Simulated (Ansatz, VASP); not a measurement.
## Two plane-wave programs on K

```xyz
1
Lattice="0.0000 3.3658 3.3658 3.3658 0.0000 3.3658 3.3658 3.3658 0.0000" Properties=species:S:1:pos:R:3 pbc="T T T"
K     0.0000    0.0000    0.0000
```

Alike in both runs: functional r2SCAN; k mesh 12 × 12 × 12; occupations gaussian, width 0.1 eV; no spin polarisation.

Ansatz relaxed the structure, and its values are those at the end. VASP's run is a single point on that final structure, the one shown.

|  | VASP | Ansatz |
| --- | --- | --- |
| version | VASP 6.6.1 | Ansatz 0.2.0 |
| potentials or method | VASP PAW PBE potentials, release 64 (K_sv), cutoff 520 eV | scalar-relativistic, plane waves, PAW |
| valence electrons in the cell | 9 | 9 |

```tsv
	VASP	Ansatz	Ansatz less VASP
gap on the k mesh at the Fermi level (eV)	none	none	-
pressure (GPa)	0.0	0.0	+0.02
```

VASP's potentials were made for PBE, not for r2SCAN. A gap of «none» marks a metal or a gap that the smearing closes.
